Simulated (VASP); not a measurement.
# WSe2 (P6_3/mmc) in VASP: further runs

Runs on WSe2. Level: PBE+D3(BJ). Tasks: single point, relaxation of cell and atoms.

Program: VASP 6.6.1. These are calculated values, not measurements. Logs are shortened: lines on timing, memory, paths and dates and some standing lists are left out, and cuts for length are marked.

**What was measured.**

From “Time-resolved XUV ARPES with tunable 24–33 eV laser pulses at 30 meV resolution”, 2019, pmc:6684652, for a bulk crystal of WSe2: band gap 1.3 eV (indirect).

How close the calculation comes is told below.

### 1 The cell of the first run

Symmetry: P6_3/mmc, No. 194, hexagonal system. The conventional cell has a = 3.279 Å, b = 3.279 Å, c = 12.786 Å, α = 90.00°, β = 90.00°, γ = 120.00°. Within 3.3 Å of W (site symmetry -6m2) lie 6 Se at 2.53 Å and 6 W at 3.28 Å. Within 3.4 Å of Se (site symmetry 3m) lie 3 W at 2.53 Å and 7 Se at 3.28 to 3.37 Å.

### 2 Single point, PBE+D3(BJ)

INCAR

```
SYSTEM = WSe2
PREC     = Accurate       ! precision mode
ENCUT    = 520            ! plane-wave cutoff, eV
EDIFF    = 1E-6           ! SCF threshold, eV
ISMEAR   = 0              ! smearing method
SIGMA    = 0.01           ! smearing width, eV
LREAL    = .FALSE.        ! projectors in reciprocal space
LASPH    = .TRUE.         ! aspherical terms in the spheres
NELM     = 60             ! most SCF steps
ALGO     = Normal         ! electronic algorithm
ISIF     = 2              ! what is computed and relaxed
LWAVE    = .FALSE.        ! write WAVECAR
LCHARG   = .TRUE.         ! write CHGCAR
GGA      = PE             ! functional
IVDW     = 12             ! dispersion correction
LELF     = .TRUE.         ! ELF
LVHAR    = .TRUE.       
NBANDS   = 35             ! bands
```

KPOINTS

```
Automatic mesh
0
G
  12 12 3
  0 0 0
```

POSCAR

```
WSe2
1.0
    3.2790365305      0.0000000000      0.0000000000
   -1.6395182652      2.8397289354      0.0000000000
    0.0000000000      0.0000000000     12.7862979535
W Se
2 4
Direct
    0.3333333333      0.6666666667      0.2500000000
    0.6666666667      0.3333333333      0.7500000000
    0.3333333333      0.6666666667      0.6182757302
    0.6666666667      0.3333333333      0.1182757302
    0.3333333333      0.6666666667      0.8817242698
    0.6666666667      0.3333333333      0.3817242698
```

Potentials or basis: VASP PAW PBE potentials, release 64 (W_sv, Se).

Started as:

```
$ cat potpaw_PBE.64/W_sv/POTCAR potpaw_PBE.64/Se/POTCAR > POTCAR
$ mpirun -np 1 vasp_std > vasp.out
```

OUTCAR:

```text
SYSTEM = WSe2
   PREC = Accurate
   ENCUT = 520
   EDIFF = 1E-6
   ISMEAR = 0
   LREAL = .FALSE.
   LASPH = .TRUE.
   NELM = 60
   ISIF = 2
   GGA = PE
   IVDW = 12
 IVDW          = 12

 ion  position               nearest neighbor table
   1  0.333  0.667  0.250-   4 2.53   6 2.53   4 2.53   6 2.53   4 2.53   6 2.53
   2  0.667  0.333  0.750-   3 2.53   5 2.53   3 2.53   5 2.53   3 2.53   5 2.53
   3  0.333  0.667  0.618-   2 2.53   2 2.53   2 2.53
   4  0.667  0.333  0.118-   1 2.53   1 2.53   1 2.53
   5  0.333  0.667  0.882-   2 2.53   2 2.53   2 2.53
   6  0.667  0.333  0.382-   1 2.53   1 2.53   1 2.53

  LATTYP: Found a hexagonal cell.
 ALAT       =     3.2790365305
 C/A-ratio  =     3.8994069857

  Lattice vectors:

 A1 = (   3.2790365305,   0.0000000000,   0.0000000000)
 A2 = (  -1.6395182652,   2.8397289354,   0.0000000000)
 A3 = (   0.0000000000,   0.0000000000,  12.7862979535)

Analysis of symmetry for initial positions (statically):
=====================================================================
 Subroutine PRICEL returns:
 Original cell was already a primitive cell.

 Routine SETGRP: Setting up the symmetry group for a
 hexagonal supercell.

 Subroutine GETGRP returns: Found 24 space group operations
 (whereof 12 operations were pure point group operations)
 out of a pool of 24 trial point group operations.

The static configuration has the point symmetry D_3d.
 The point group associated with its full space group is D_6h.

Analysis of symmetry for dynamics (positions and initial velocities):
=====================================================================
 Subroutine PRICEL returns:
 Original cell was already a primitive cell.

 Routine SETGRP: Setting up the symmetry group for a
 hexagonal supercell.

 Subroutine GETGRP returns: Found 24 space group operations
 (whereof 12 operations were pure point group operations)
 out of a pool of 24 trial point group operations.

The dynamic configuration has the point symmetry D_3d.
 The point group associated with its full space group is D_6h.

 Subroutine INISYM returns: Found 24 space group operations
 (whereof 12 operations are pure point group operations),
 and found     1 'primitive' translations

----------------------------------------------------------------------------------------

                                     Primitive cell

  volume of cell :     119.0606

  direct lattice vectors                    reciprocal lattice vectors
     3.279036530  0.000000000  0.000000000     0.304967630  0.176073143  0.000000000
    -1.639518265  2.839728935  0.000000000     0.000000000  0.352146287  0.000000000
     0.000000000  0.000000000 12.786297954     0.000000000  0.000000000  0.078208720

  length of vectors
     3.279036530  3.279036531 12.786297954     0.352146287  0.352146287  0.078208720

  position of ions in fractional coordinates (direct lattice)
     0.333333333  0.666666667  0.250000000
     0.666666667  0.333333333  0.750000000
     0.333333333  0.666666667  0.618275730
     0.666666667  0.333333333  0.118275730
     0.333333333  0.666666667  0.881724270
     0.666666667  0.333333333  0.381724270

  ion indices of the primitive-cell ions
   primitive index   ion index
                 1           1
                 2           2
                 3           3
                 4           4
                 5           5
                 6           6

----------------------------------------------------------------------------------------

 KPOINTS: Automatic mesh

Automatic generation of k-mesh.
 Grid dimensions read from file:
 generate k-points for:   12   12    3

 Generating k-lattice:

  Cartesian coordinates                     Fractional coordinates (reciprocal lattice)
     0.025413969  0.014672762  0.000000000     0.083333333  0.000000000  0.000000000
     0.000000000  0.029345524  0.000000000     0.000000000  0.083333333  0.000000000
     0.000000000  0.000000000  0.026069573     0.000000000  0.000000000  0.333333333

  Length of vectors
     0.029345524  0.029345524  0.026069573

  Shift w.r.t. Gamma in fractional coordinates (k-lattice)
     0.000000000  0.000000000  0.000000000

 Subroutine IBZKPT returns following result:
 ===========================================

 Found     38 irreducible k-points:

 Following reciprocal coordinates:
            Coordinates               Weight
  0.000000  0.000000  0.000000      1.000000
  0.083333  0.000000  0.000000      6.000000
  0.166667 -0.000000  0.000000      6.000000
  0.250000 -0.000000  0.000000      6.000000
  0.333333  0.000000  0.000000      6.000000
  0.416667  0.000000  0.000000      6.000000
[... 16 lines left out ...]
  0.250000 -0.000000  0.333333     12.000000
  0.333333  0.000000  0.333333     12.000000
 [... further k-points ...]
   k-points           NKPTS =     38   k-points in BZ     NKDIM =     38   number of bands    NBANDS=     35
   number of dos      NEDOS =    301   number of ions     NIONS =      6
   total plane-waves  NPLWV =  55296
   dimension x,y,z NGX =    24 NGY =   24 NGZ =   96
   dimension x,y,z NGXF=    48 NGYF=   48 NGZF=  192
   ions per type =               2   4
   NGX,Y,Z   is equivalent  to a cutoff of  12.17, 12.17, 12.48 a.u.
   NGXF,Y,Z  is equivalent  to a cutoff of  24.34, 24.34, 24.96 a.u.
 SYSTEM =  WSe2
   PREC   = accura    normal or accurate (medium, high low for compatibility)
   ISTART =      0    job   : 0-new  1-cont  2-samecut
   ICHARG =      2    charge: 1-file 2-atom 10-const
   ISPIN  =      1    spin polarized calculation?
   LNONCOLLINEAR =      F non collinear calculations
   LSORBIT =      F    spin-orbit coupling
   LASPH  =      T    aspherical Exc in radial PAW
   ENCUT  =  520.0 eV  38.22 Ry    6.18 a.u.   6.10  6.10 23.77*2*pi/ulx,y,z
   NELM   =     60;   NELMIN=  2; NELMDL= -5     # of ELM steps
   EDIFF  = 0.1E-05   stopping-criterion for ELM
   LREAL  =      F    real-space projection
   EDIFFG = 0.1E-04   stopping-criterion for IOM
   NSW    =      0    number of steps for IOM
   IBRION =     -1    ionic relax: 0-MD 1-quasi-New 2-CG
   NFREE  =      0    steps in history (QN), initial steepest desc. (CG)
   ISIF   =      2    stress and relaxation
   ISYM   =      2    0-nonsym 1-usesym 2-fastsym
   POTIM  = 0.5000    time-step for ionic-motion
   TEBEG  =    0.0;   TEEND  =   0.0 temperature during run
   PSTRESS=    0.0 pullay stress
   NELECT =      52.0000    total number of electrons
   NUPDOWN=      -1.0000    fix difference up-down
   EMIN   =  10.00;   EMAX   =-10.00  energy-range for DOS
   EFERMI =   0.00;   METHOD = LEGACY
   ISMEAR =     0;   SIGMA  =   0.01  broadening in eV -4-tet -1-fermi 0-gaus
   EFERMI_NEDOS =   21; number of points for ismear=-14 and -15
   IALGO  =     38    algorithm
   IMIX   =      4    mixing-type and parameters
     AMIX     =   0.40;   BMIX     =  1.00
     AMIX_MAG =   1.60;   BMIX_MAG =  1.00
  volume/ion in A,a.u.               =      19.84       133.91
  Fermi-wavevector in a.u.,A,eV,Ry     =   1.242091  2.347211 20.990921  1.542789
  Thomas-Fermi vector in A             =   2.376460
   LORBIT       =      0    0 simple, 1 ext, 2 COOP (PROOUT), +10 PAW based schemes
   GGA     = PE    functional components
   LHFCALC =     F    Hartree Fock is set to
   AEXX    =    0.0000 exact exchange contribution
   IVDW    =    12    specifies the selected vdW correction
   LEPSILON=     F    determine dielectric tensor
   LRPA    =     F    only Hartree local field effects (RPA)
 non-spin polarized calculation
 Gauss-broadening in eV      SIGMA  =   0.01
  energy-cutoff  :      520.00
  volume of cell :      119.06
 maximum number of plane-waves:      3237
   NGX = 13   NGY = 13   NGZ = 47

 number of electron      51.9999988 magnetization

 Free energy of the ion-electron system (eV)
  ---------------------------------------------------
  ext. energy  EPLUGINS =         0.00000000
  ---------------------------------------------------
  free energy    TOTEN  =       -43.07767904 eV

  energy without entropy =      -43.07767904  energy(sigma->0) =      -43.07767904

 E-fermi :   6.6912     XC(G=0): -10.8986

 val. band max:        6.5271156776   @ k =   0.0000   0.0000   0.0000
 cond. band min:       7.4165388100   @ k =   0.1667   0.1667   0.0000
 fundamental gap:      0.8894231324
 Fermi energy:         6.6911958729

 k-point     1 :       0.0000    0.0000    0.0000
  band No.  band energies     occupation
      1     -67.8167      2.00000
      2     -67.8166      2.00000
      3     -32.0674      2.00000
      4     -32.0674      2.00000
      5     -31.9304      2.00000
      6     -31.9304      2.00000
[... 27 lines left out ...]
     34       9.4683      0.00000
     35      11.0810      0.00000

 k-point     2 :       0.0833    0.0000    0.0000
  band No.  band energies     occupation
      1     -67.8160      2.00000
      2     -67.8159      2.00000
      3     -32.0644      2.00000
      4     -32.0643      2.00000
      5     -31.9467      2.00000
      6     -31.9467      2.00000
[... 27 lines left out ...]
     34       9.4286      0.00000
     35      11.7020      0.00000

 k-point     3 :       0.1667   -0.0000    0.0000
  band No.  band energies     occupation
      1     -67.8140      2.00000
      2     -67.8140      2.00000
      3     -32.0559      2.00000
      4     -32.0559      2.00000
      5     -31.9910      2.00000
      6     -31.9910      2.00000
[... 27 lines left out ...]
     34       9.8902      0.00000
     35      12.6230      0.00000
[... 723 lines left out ...]
 k-point    23 :       0.2500   -0.0000    0.3333
  band No.  band energies     occupation
      1     -67.8113      2.00000
      2     -67.8113      2.00000
      3     -32.0509      2.00000
      4     -32.0509      2.00000
      5     -32.0443      2.00000
      6     -32.0443      2.00000
[... 27 lines left out ...]
     34      10.2715      0.00000
     35      12.9014      0.00000

 k-point    24 :       0.3333    0.0000    0.3333
  band No.  band energies     occupation
      1     -67.8086      2.00000
      2     -67.8086      2.00000
      3     -32.1102      2.00000
      4     -32.1102      2.00000
      5     -32.0327      2.00000
      6     -32.0327      2.00000
[... 27 lines left out ...]
     34      10.5656      0.00000
     35      11.9288      0.00000

 [... further k-points ...]

------------------------ aborting loop because EDIFF is reached ----------------------------------------

 Edisp (eV)   -2.85337

 E8    (eV) :    -1.2727

  FORCE on cell =-STRESS in cart. coord.  units (eV):
  Direction    XX          YY          ZZ          XY          YZ          ZX
  --------------------------------------------------------------------------------------
  -------------------------------------------------------------------------------------
  Total       0.21014     0.21014     0.30277     0.00000     0.00000     0.00000
  in kB       2.82784     2.82784     4.07431     0.00000     0.00000     0.00000
  external pressure =        3.24 kB  Pullay stress =        0.00 kB

 VOLUME and BASIS-vectors are now :
 -----------------------------------------------------------------------------
  energy-cutoff  :      520.00
  volume of cell :      119.06
      direct lattice vectors                 reciprocal lattice vectors
     3.279036530  0.000000000  0.000000000     0.304967630  0.176073143  0.000000000
    -1.639518265  2.839728935  0.000000000     0.000000000  0.352146287  0.000000000
     0.000000000  0.000000000 12.786297954     0.000000000  0.000000000  0.078208720

 POSITION                                       TOTAL-FORCE (eV/Angst)
 -----------------------------------------------------------------------------------
     -0.00000      1.89315      3.19657         0.000000      0.000000      0.000000
      1.63952      0.94658      9.58972        -0.000000     -0.000000      0.000000
     -0.00000      1.89315      7.90546        -0.000000     -0.000000     -0.048743
      1.63952      0.94658      1.51231         0.000000      0.000000     -0.048743
     -0.00000      1.89315     11.27399        -0.000000     -0.000000      0.048743
      1.63952      0.94658      4.88084         0.000000      0.000000      0.048743
 -----------------------------------------------------------------------------------
    total drift:                               -0.000000      0.000000     -0.000000

  FREE ENERGIE OF THE ION-ELECTRON SYSTEM (eV)
  ---------------------------------------------------
  free  energy   TOTEN  =       -45.9310477696 eV

  energy  without entropy=      -45.9310477696  energy(sigma->0) =      -45.93104777
```

Wall time 77 s (1 thread of Intel Xeon 6975P-C (Granite Rapids), shared host); peak memory 0.3 GiB.

Results:

```
Free energy                : -45.9310 eV
Pressure                   : 0.3 GPa
Largest force              : 0.049 eV/Å
Band gap on the k mesh     : 0.89 eV (least direct gap 1.56 eV)
Dispersion energy per atom : -0.476 eV
```

Forces in eV/Å, atoms in the order of the input:
```
W    0.000  0.000  0.000
W    0.000  0.000  0.000
Se   0.000  0.000 -0.049
Se   0.000  0.000 -0.049
Se   0.000  0.000  0.049
Se   0.000  0.000  0.049
```

Levels at points of the mesh, in eV from the valence-band top:
```csv
k point,band 22,band 23,band 24,band 25,band 26,band 27,band 28,band 29,band 30,band 31
"(0.00, 0.00, 0.00)",-1.46,-1.46,-1.20,-0.96,0.00,2.63,2.63,2.68,2.68,2.69
"(0.50, 0.00, 0.00)",-2.45,-1.49,-1.38,-1.31,-1.06,2.15,2.20,2.27,2.68,2.91
```

Caveat: spin-orbit coupling is left out, which moves the levels of the heavy elements.

### 3 Relaxation of cell and atoms, PBE+D3(BJ)

This run uses another cell than the first one, of 20.26 Å³/atom.

INCAR

```
ALGO = Normal
EDIFF = 1E-6
EDIFFG = -0.001
ENCUT = 600
GGA = PE
IBRION = 2
ISIF = 3
ISMEAR = 0
IVDW = 12
LASPH = True
LCHARG = False
LREAL = False
LWAVE = False
NELM = 60
NSW = 80
PREC = Accurate
SIGMA = 0.01
```

KPOINTS

```
k-points
0
Gamma
  12 12 3
```

POSCAR

```
WSe2
1.0
    3.2899984505      0.0000000000      0.0000000000
   -1.6449992252      2.8492222365      0.0000000000
    0.0000000000      0.0000000000     12.9700000000
W Se
2 4
Direct
    0.3333333333      0.6666666667      0.2500000000
    0.6666666667      0.3333333333      0.7500000000
    0.3333333333      0.6666666667      0.6210000000
    0.6666666667      0.3333333333      0.1210000000
    0.3333333333      0.6666666667      0.8790000000
    0.6666666667      0.3333333333      0.3790000000
```

Potentials or basis: VASP PAW PBE potentials, release 64 (W_sv, Se).

Started as:

```
$ cat potpaw_PBE.64/W_sv/POTCAR potpaw_PBE.64/Se/POTCAR > POTCAR
$ mpirun -np 1 vasp_std > vasp.out
```

Wall time 16 min (1 thread of Intel Xeon 6975P-C (Granite Rapids), shared host); peak memory 0.4 GiB.

It converged, with:

* Free energy: -45.9324 eV
* Relaxed volume: 19.88 Å³/atom
* Relaxed cell: a = 3.281 Å, b = 3.281 Å, c = 12.792 Å, α = 90.00°, β = 90.00°, γ = 120.00°
* Space group after relaxing (to 0.1 Å): P6_3/mmc (No. 194)
* Energy gained by relaxing: 1.9 meV/atom
* Ionic steps: 26
* Pressure after relaxing: 0.0 GPa
* Band gap on the k mesh: 0.89 eV (least direct gap 1.56 eV)
* Dispersion energy per atom: -0.475 eV

Step by step:
| step | energy change (eV) | largest force (eV/Å) | pressure (GPa) | volume (Å³) |
| --- | --- | --- | --- | --- |
| 1 | 0.0000 | 0.2220 | 0.24 | 121.58 |
| 2 | -0.0002 | 0.1144 | -1.39 | 122.12 |
| 3 | -0.0034 | 0.0489 | -0.59 | 121.86 |
| 4 | -0.0061 | 0.0532 | 0.01 | 120.86 |
| 5 | -0.0061 | 0.0538 | 0.06 | 120.76 |
| 6 | -0.0080 | 0.0420 | 0.04 | 120.48 |
| 7 | -0.0114 | 0.0061 | -0.04 | 119.63 |
| 8 | -0.0117 | 0.0111 | -0.06 | 119.24 |
| 9 | -0.0117 | 0.0088 | -0.05 | 119.29 |
| 10 | -0.0115 | 0.0338 | 0.25 | 119.07 |
| 11 | -0.0117 | 0.0001 | 0.01 | 119.24 |
| 12 | -0.0117 | 0.0006 | 0.01 | 119.25 |
| 13 | -0.0117 | 0.0049 | -0.01 | 119.27 |
| 14 | -0.0117 | 0.0016 | -0.01 | 119.25 |
| 15 | -0.0117 | 0.0009 | 0.00 | 119.25 |
| 16 | -0.0117 | 0.0001 | 0.01 | 119.25 |
| 17 | -0.0117 | 0.0016 | 0.02 | 119.26 |
| 18 | -0.0117 | 0.0016 | 0.01 | 119.26 |
| 19 | -0.0117 | 0.0015 | 0.01 | 119.26 |
| 20 | -0.0117 | 0.0015 | 0.00 | 119.26 |
| 21 | -0.0117 | 0.0015 | 0.00 | 119.26 |
| 22 | -0.0117 | 0.0015 | 0.00 | 119.26 |
| 23 | -0.0117 | 0.0013 | 0.00 | 119.26 |
| 24 | -0.0117 | 0.0009 | 0.00 | 119.26 |
| 25 | -0.0117 | 0.0002 | 0.00 | 119.26 |
| 26 | -0.0117 | 0.0006 | 0.00 | 119.27 |

Final structure:
```cif
data_structure
_symmetry_space_group_name_H-M 'P 1'
_symmetry_Int_Tables_number 1
_cell_length_a 3.2812
_cell_length_b 3.2812
_cell_length_c 12.7919
_cell_angle_alpha 90.000
_cell_angle_beta 90.000
_cell_angle_gamma 120.000
_cell_volume 119.27
loop_
_atom_site_label
_atom_site_type_symbol
_atom_site_fract_x
_atom_site_fract_y
_atom_site_fract_z
_atom_site_occupancy
W1 W 0.33333 0.66667 0.25000 1
W2 W 0.66667 0.33333 0.75000 1
Se1 Se 0.33333 0.66667 0.61818 1
Se2 Se 0.66667 0.33333 0.11818 1
Se3 Se 0.33333 0.66667 0.88182 1
Se4 Se 0.66667 0.33333 0.38182 1
```

Levels at points of the mesh, in eV from the valence-band top:
```
           k point  band 23  band 24  band 25  band 26  band 27  band 28  band 29  band 30
(0.00, 0.00, 0.00)    -1.45    -1.19    -0.96     0.00     2.62     2.62     2.67     2.67
(0.50, 0.00, 0.00)    -1.49    -1.37    -1.30    -1.06     2.15     2.20     2.27     2.68
```

Caveat: spin-orbit coupling is left out, which moves the levels of the heavy elements.

### 4 How close it comes

Step 2. Against the measured gap of WSe2, 1.3 eV (indirect; “Time-resolved XUV ARPES with tunable 24–33 eV laser pulses at 30 meV resolution”, 2019, pmc:6684652), the calculated 0.89 eV is off by -0.41 eV. Spin-orbit coupling on Se, W is left out. The value is that of PBE+D3(BJ) on a finite k mesh, which can miss the band edges, without temperature or zero-point motion. Semilocal functionals fall short of measured gaps as a rule.
